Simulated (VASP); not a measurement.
# Fe (P6_3/mmc) in VASP: notebook

Runs on Fe. Level: LDA. Tasks: single point.

All numbers are computed with VASP 6.6.1; they aren't measurements. Logs are shortened: lines on timing, memory, paths and dates and some standing lists are left out, and cuts for length are marked.

## (1) The cell of the first run

It takes space group P6_3/mmc (No. 194, hexagonal). The conventional cell has a = 2.183 Å, b = 2.183 Å, c = 3.470 Å, α = 90.00°, β = 90.00°, γ = 120.00°. Fe (site symmetry -6m2) has 12 Fe at 2.14 to 2.18 Å within 2.8 Å.

This isn't the form of Fe at room conditions, which is bcc.

## (2) Single point, LDA, collinear spin, ferromagnetic start (7.16 Å³/atom)

INCAR reads:

```
ALGO     = Normal         # electronic algorithm
EDIFF    = 1E-6           # SCF threshold, eV
ENCUT    = 520            # plane-wave cutoff, eV
GGA      = CA             # functional
ISIF     = 2              # what is computed and relaxed
ISMEAR   = -1             # smearing method
ISPIN    = 2              # spin polarisation
LASPH    = True           # aspherical terms in the spheres
LCHARG   = False          # write CHGCAR
LMAXMIX  = 4              # l up to which the mixer works
LORBIT   = 11             # projections on sites
LREAL    = False          # projectors in reciprocal space
LWAVE    = False          # write WAVECAR
MAGMOM   = 2.5 2.5        # initial moments
NBANDS   = 19             # bands
NELM     = 150            # most SCF steps
PREC     = Accurate       # precision mode
SIGMA    = 0.05           # smearing width, eV
```

KPOINTS reads:

```
k-points
0
Gamma
  20 20 11
```

POSCAR reads:

```
Fe
1.0
    2.1829168813      0.0000000000      0.0000000000
   -1.0914584406      1.8904614736      0.0000000000
    0.0000000000      0.0000000000      3.4697794803
Fe
2
Direct
    0.3333333333      0.6666666667      0.2500000000
    0.6666666667      0.3333333333      0.7500000000
```

Potentials or basis: VASP PAW LDA potentials, release 64 (Fe).

The run is started by

```
$ cat potpaw_LDA.64/Fe/POTCAR > POTCAR
$ mpirun -np 1 vasp_std > vasp.out
```

OUTCAR:

```text
EDIFF = 1E-6
   ENCUT = 520
   GGA = CA
   ISIF = 2
   ISMEAR = -1
   ISPIN = 2
   LASPH = True
   LORBIT = 11
   LREAL = False
   NELM = 150
   PREC = Accurate

 ion  position               nearest neighbor table
   1  0.333  0.667  0.250-   2 2.14   2 2.14   2 2.14   2 2.14   2 2.14   2 2.14   2 3.06   2 3.06
                             2 3.06   2 3.06   2 3.06   2 3.06
   2  0.667  0.333  0.750-   1 2.14   1 2.14   1 2.14   1 2.14   1 2.14   1 2.14   1 3.06   1 3.06
                             1 3.06   1 3.06   1 3.06   1 3.06

  LATTYP: Found a hexagonal cell.
 ALAT       =     2.1829168813
 C/A-ratio  =     1.5895151620

  Lattice vectors:

 A1 = (   2.1829168813,   0.0000000000,   0.0000000000)
 A2 = (  -1.0914584406,   1.8904614736,   0.0000000000)
 A3 = (   0.0000000000,   0.0000000000,   3.4697794803)

Analysis of symmetry for initial positions (statically):
=====================================================================
 Subroutine PRICEL returns:
 Original cell was already a primitive cell.

 Routine SETGRP: Setting up the symmetry group for a
 hexagonal supercell.

 Subroutine GETGRP returns: Found 24 space group operations
 (whereof 12 operations were pure point group operations)
 out of a pool of 24 trial point group operations.

The static configuration has the point symmetry D_3d.
 The point group associated with its full space group is D_6h.

Analysis of symmetry for dynamics (positions and initial velocities):
=====================================================================
 Subroutine PRICEL returns:
 Original cell was already a primitive cell.

 Routine SETGRP: Setting up the symmetry group for a
 hexagonal supercell.

 Subroutine GETGRP returns: Found 24 space group operations
 (whereof 12 operations were pure point group operations)
 out of a pool of 24 trial point group operations.

The dynamic configuration has the point symmetry D_3d.
 The point group associated with its full space group is D_6h.

Analysis of structural, dynamic, and magnetic symmetry:
=====================================================================
 Subroutine PRICEL returns:
 Original cell was already a primitive cell.

 Routine SETGRP: Setting up the symmetry group for a
 hexagonal supercell.

 Subroutine GETGRP returns: Found 24 space group operations
 (whereof 12 operations were pure point group operations)
 out of a pool of 24 trial point group operations.

The overall configuration has the point symmetry D_3d.
 The point group associated with its full space group is D_6h.

 Subroutine INISYM returns: Found 24 space group operations
 (whereof 12 operations are pure point group operations),
 and found     1 'primitive' translations

----------------------------------------------------------------------------------------

                                     Primitive cell

  volume of cell :      14.3188

  direct lattice vectors                    reciprocal lattice vectors
     2.182916881  0.000000000  0.000000000     0.458102646  0.264485686  0.000000000
    -1.091458441  1.890461474  0.000000000     0.000000000  0.528971372  0.000000000
     0.000000000  0.000000000  3.469779480     0.000000000  0.000000000  0.288202753

  length of vectors
     2.182916881  2.182916881  3.469779480     0.528971372  0.528971372  0.288202753

  position of ions in fractional coordinates (direct lattice)
     0.333333333  0.666666667  0.250000000
     0.666666667  0.333333333  0.750000000

  ion indices of the primitive-cell ions
   primitive index   ion index
                 1           1
                 2           2

----------------------------------------------------------------------------------------

 KPOINTS: k-points

Automatic generation of k-mesh.
 Grid dimensions read from file:
 generate k-points for:   20   20   11

 Generating k-lattice:

  Cartesian coordinates                     Fractional coordinates (reciprocal lattice)
     0.022905132  0.013224284  0.000000000     0.050000000  0.000000000  0.000000000
     0.000000000  0.026448569  0.000000000     0.000000000  0.050000000  0.000000000
     0.000000000  0.000000000  0.026200250     0.000000000  0.000000000  0.090909091

  Length of vectors
     0.026448569  0.026448569  0.026200250

  Shift w.r.t. Gamma in fractional coordinates (k-lattice)
     0.000000000  0.000000000  0.000000000

 Subroutine IBZKPT returns following result:
 ===========================================

 Found    264 irreducible k-points:

 Following reciprocal coordinates:
            Coordinates               Weight
  0.000000  0.000000  0.000000      1.000000
  0.050000  0.000000  0.000000      6.000000
  0.100000  0.000000  0.000000      6.000000
  0.150000  0.000000  0.000000      6.000000
  0.200000  0.000000  0.000000      6.000000
  0.250000  0.000000  0.000000      6.000000
[... 16 lines left out ...]
  0.200000  0.100000  0.000000     12.000000
  0.250000  0.100000  0.000000     12.000000
 [... further k-points ...]
   k-points           NKPTS =    264   k-points in BZ     NKDIM =    264   number of bands    NBANDS=     19
   number of dos      NEDOS =    301   number of ions     NIONS =      2
   total plane-waves  NPLWV =   7168
   dimension x,y,z NGX =    16 NGY =   16 NGZ =   28
   dimension x,y,z NGXF=    32 NGYF=   32 NGZF=   56
   ions per type =               2
   NGX,Y,Z   is equivalent  to a cutoff of  12.19, 12.19, 13.42 a.u.
   NGXF,Y,Z  is equivalent  to a cutoff of  24.37, 24.37, 26.83 a.u.
 SYSTEM =  unknown system
   PREC   = accura    normal or accurate (medium, high low for compatibility)
   ISTART =      0    job   : 0-new  1-cont  2-samecut
   ICHARG =      2    charge: 1-file 2-atom 10-const
   ISPIN  =      2    spin polarized calculation?
   LNONCOLLINEAR =      F non collinear calculations
   LSORBIT =      F    spin-orbit coupling
   LASPH  =      T    aspherical Exc in radial PAW
   ENCUT  =  520.0 eV  38.22 Ry    6.18 a.u.   4.06  4.06  6.45*2*pi/ulx,y,z
   NELM   =    150;   NELMIN=  2; NELMDL= -5     # of ELM steps
   EDIFF  = 0.1E-05   stopping-criterion for ELM
   LREAL  =      F    real-space projection
   EDIFFG = 0.1E-04   stopping-criterion for IOM
   NSW    =      0    number of steps for IOM
   IBRION =     -1    ionic relax: 0-MD 1-quasi-New 2-CG
   NFREE  =      0    steps in history (QN), initial steepest desc. (CG)
   ISIF   =      2    stress and relaxation
   ISYM   =      2    0-nonsym 1-usesym 2-fastsym
   POTIM  = 0.5000    time-step for ionic-motion
   TEBEG  =    0.0;   TEEND  =   0.0 temperature during run
   PSTRESS=    0.0 pullay stress
   NELECT =      16.0000    total number of electrons
   NUPDOWN=      -1.0000    fix difference up-down
   EMIN   =  10.00;   EMAX   =-10.00  energy-range for DOS
   EFERMI =   0.00;   METHOD = LEGACY
   ISMEAR =    -1;   SIGMA  =   0.05  broadening in eV -4-tet -1-fermi 0-gaus
   EFERMI_NEDOS =   21; number of points for ismear=-14 and -15
   IALGO  =     38    algorithm
   IMIX   =      4    mixing-type and parameters
     AMIX     =   0.40;   BMIX     =  1.00
     AMIX_MAG =   1.60;   BMIX_MAG =  1.00
  volume/ion in A,a.u.               =       7.16        48.31
  Fermi-wavevector in a.u.,A,eV,Ry     =   1.698814  3.210293 39.265997  2.885969
  Thomas-Fermi vector in A             =   2.779245
   LORBIT       =     11    0 simple, 1 ext, 2 COOP (PROOUT), +10 PAW based schemes
   GGA     = CA    functional components
   LHFCALC =     F    Hartree Fock is set to
   AEXX    =    0.0000 exact exchange contribution
   IVDW    =     0    specifies the selected vdW correction
   LEPSILON=     F    determine dielectric tensor
   LRPA    =     F    only Hartree local field effects (RPA)
 spin polarized calculation
  energy-cutoff  :      520.00
  volume of cell :       14.32
 maximum number of plane-waves:       394
   NGX =  9   NGY =  9   NGZ = 13

 number of electron      16.0000002 magnetization      -0.0001124

 number of electron      16.0000002 magnetization       0.0000659

 Free energy of the ion-electron system (eV)
  ---------------------------------------------------
  ext. energy  EPLUGINS =         0.00000000
  ---------------------------------------------------
  free energy    TOTEN  =       -16.63929181 eV

  energy without entropy =      -16.62638629  energy(sigma->0) =      -16.63283905

 E-fermi :  11.7223     XC(G=0): -16.2291

 val. band max:       11.7210747420   @ k =   0.3000   0.3000   0.2727
 cond. band min:      11.7381344604   @ k =   0.2500   0.0500   0.2727
 fundamental gap:      0.0170597184
 Fermi energy:        11.7223007634

 spin component 1

 k-point     1 :       0.0000    0.0000    0.0000
  band No.  band energies     occupation
      1       0.8495      1.00000
      2       4.1459      1.00000
      3       8.8584      1.00000
      4       8.8584      1.00000
      5       9.0452      1.00000
      6       9.6625      1.00000
[... 11 lines left out ...]
     18      45.4120      0.00000
     19      45.8446      0.00000
[... 485 lines left out ...]
 k-point    24 :       0.2500    0.1000    0.0000
  band No.  band energies     occupation
      1       4.5082      1.00000
      2       5.4840      1.00000
      3       6.1598      1.00000
      4       7.0925      1.00000
      5       8.6465      1.00000
      6       9.2220      1.00000
[... 11 lines left out ...]
     18      39.7242      0.00000
     19      44.4896      0.00000

 [... further k-points ...]

 spin component 2

 k-point     1 :       0.0000    0.0000    0.0000
  band No.  band energies     occupation
      1       0.8495      1.00000
      2       4.1459      1.00000
      3       8.8584      1.00000
      4       8.8584      1.00000
      5       9.0452      1.00000
      6       9.6625      1.00000
[... 11 lines left out ...]
     18      45.4121      0.00000
     19      45.8446      0.00000
[... 485 lines left out ...]
 k-point    24 :       0.2500    0.1000    0.0000
  band No.  band energies     occupation
      1       4.5082      1.00000
      2       5.4840      1.00000
      3       6.1598      1.00000
      4       7.0925      1.00000
      5       8.6465      1.00000
      6       9.2220      1.00000
[... 11 lines left out ...]
     18      39.7242      0.00000
     19      44.4896      0.00000

 [... further k-points ...]

------------------------ aborting loop because EDIFF is reached ----------------------------------------

  FORCE on cell =-STRESS in cart. coord.  units (eV):
  Direction    XX          YY          ZZ          XY          YZ          ZX
  --------------------------------------------------------------------------------------
  -------------------------------------------------------------------------------------
  Total       17.1911868     17.1911868     17.1270100      0.0000000     -0.0000000      0.0000000
  in kB     1923.5768295   1923.5768296   1916.3958866      0.0000001     -0.0000000      0.0000000
  external PRESSURE =    1921.1831819 kB  Pullay stress =       0.0000000 kB

 VOLUME and BASIS-vectors are now :
 -----------------------------------------------------------------------------
  energy-cutoff  :      520.00
  volume of cell :       14.32
      direct lattice vectors                 reciprocal lattice vectors
     2.182916881  0.000000000  0.000000000     0.458102646  0.264485686  0.000000000
    -1.091458441  1.890461474  0.000000000     0.000000000  0.528971372  0.000000000
     0.000000000  0.000000000  3.469779480     0.000000000  0.000000000  0.288202753

 POSITION                                       TOTAL-FORCE (eV/Angst)
 -----------------------------------------------------------------------------------
     -0.00000      1.26031      0.86744        -0.000000      0.000000      0.000000
      1.09146      0.63015      2.60233         0.000000     -0.000000      0.000000
 -----------------------------------------------------------------------------------
    total drift:                                0.000000     -0.000000     -0.000000

  FREE ENERGIE OF THE ION-ELECTRON SYSTEM (eV)
  ---------------------------------------------------
  free  energy   TOTEN  =       -16.6392918123 eV

  energy  without entropy=      -16.6263862895  energy(sigma->0) =      -16.63283905

 total charge

# of ion       s       p       d       tot
------------------------------------------
    1        0.752   1.076   6.912   8.740
    2        0.752   1.076   6.912   8.740
--------------------------------------------------
tot          1.505   2.151  13.823  17.480

 magnetization (x)

# of ion       s       p       d       tot
------------------------------------------
    1       -0.000  -0.000   0.000   0.000
    2       -0.000  -0.000   0.000   0.000
--------------------------------------------------
tot         -0.000  -0.000   0.000   0.000
```

Wall time 54 s (1 thread of Intel Xeon 6975P-C (Granite Rapids), shared host); peak memory 0.2 GiB.

What came out:

```
Free energy            : -16.6393 eV
Pressure               : 192.1 GPa
Band gap on the k mesh : zero (filled and empty bands overlap)
Net moment             : 0.00 μB per cell
```

Levels at points of the mesh, in eV from the Fermi level:
Spin up:
| k point | band 4 | band 5 | band 6 | band 7 | band 8 | band 9 | band 10 | band 11 | band 12 | band 13 |
| --- | --- | --- | --- | --- | --- | --- | --- | --- | --- | --- |
| (0.00, 0.00, 0.00) | -2.86 | -2.68 | -2.06 | -2.06 | -1.41 | -1.41 | 1.00 | 1.15 | 1.15 | 13.10 |
| (0.50, 0.00, 0.00) | -3.31 | -2.66 | -2.47 | -1.76 | 1.40 | 1.78 | 1.81 | 4.31 | 7.49 | 15.25 |
Spin down:
```csv
k point,band 6,band 7,band 8,band 9,band 10,band 11
"(0.00, 0.00, 0.00)",-2.06,-2.06,-1.41,-1.41,1.00,1.15
"(0.50, 0.00, 0.00)",-2.47,-1.76,1.40,1.78,1.81,4.31
```

Caveat: the cell stands under pressure.

(Continued in part 2 of 2.)
